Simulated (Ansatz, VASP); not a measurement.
## One calculation of HgH4Pb, two programs

Contents of INCAR:

```
SYSTEM = HgH4Pb
ALGO     = Normal         ! electronic algorithm
EDIFF    = 1E-7           ! SCF threshold, eV
EDIFFG   = -0.01          ! ionic threshold
ENCUT    = 600            ! plane-wave cutoff, eV
GGA      = PE             ! functional
IBRION   = 2              ! ionic algorithm
ISIF     = 3              ! what is computed and relaxed
ISMEAR   = 0              ! smearing method
LASPH    = .True.         ! aspherical terms in the spheres
LCHARG   = .False.        ! write CHGCAR
LREAL    = .False.        ! projectors in reciprocal space
LWAVE    = .False.        ! write WAVECAR
NELM     = 100            ! most SCF steps
NSW      = 100            ! ionic steps
PREC     = Accurate       ! precision mode
SIGMA    = 0.1            ! smearing width, eV
```

File KPOINTS:

```
k-points
0
Gamma
  10 10 10
  0 0 0
```

POSCAR

```
HgH4Pb
1.0
    0.0000000000      3.3847448779      3.3847448779
    3.3847448779      0.0000000000      3.3847448779
    3.3847448779      3.3847448779      0.0000000000
Hg H Pb
1 4 1
Direct
    0.7500000000      0.7500000000      0.7500000000
    0.3247517016      0.3247517016      0.0257448952
    0.0257448952      0.3247517016      0.3247517016
    0.3247517016      0.3247517016      0.3247517016
    0.3247517016      0.0257448952      0.3247517016
    0.0000000000      0.0000000000      0.0000000000
```

Input for Ansatz:

```yaml
crystal:
  lattice:
    - [0.0, 3.3847448779, 3.3847448779]
    - [3.3847448779, 0.0, 3.3847448779]
    - [3.3847448779, 3.3847448779, 0.0]
  atoms:
    - { symbol: Hg, position: [0.75, 0.75, 0.75] }
    - { symbol: H, position: [0.3247517016, 0.3247517016, 0.0257448952] }
    - { symbol: H, position: [0.0257448952, 0.3247517016, 0.3247517016] }
    - { symbol: H, position: [0.3247517016, 0.3247517016, 0.3247517016] }
    - { symbol: H, position: [0.3247517016, 0.0257448952, 0.3247517016] }
    - { symbol: Pb, position: [0.0, 0.0, 0.0] }
basis:
  ecutwfc: 420
kpoints:
  mp_grid: { grid: [10, 10, 10] }
hamiltonian:
  xc: pbe
scf:
  occupations: { method: gaussian, width: 0.1 }
output:
  forces: true
  stress: true
  eigenvalues: true
relax:
  adjacent_minimum: "off"
  f_tol: 0.01
  max_steps: 80
  cell: { stress_tol: 0.05 }
```

Change from the starting cell: species swapped into the HoInCo4 type (F-43m, No. 216).

Alike in both runs: task relaxation of cell and atoms; functional PBE; k mesh 10 × 10 × 10; occupations gaussian, width 0.1 eV; no spin polarisation.

|  | VASP | Ansatz |
| --- | --- | --- |
| version | VASP 6.6.1 | Ansatz 0.2.0 |
| potentials or method | VASP PAW PBE potentials, release 64 (Hg, H, Pb_d), cutoff 600 eV | scalar-relativistic, plane waves, PAW |
| valence electrons in the cell | 30 | 38 |

```tsv
	VASP	Ansatz	Ansatz less VASP
gap on the k mesh at the Fermi level, each at its own relaxed structure (eV)	none	none	-
relaxed volume (Å³/atom)	13.17	13.13	-0.036
relaxed cell length with the largest relative difference (Å)	4.816	4.812	-0.0044
```

A gap of «none» marks a metal or a gap that the smearing closes. VASP's potentials hold 30 valence electrons a cell and Ansatz's 38, so a difference there can come from the potentials and not from the codes.

Spin-orbit coupling is off throughout.
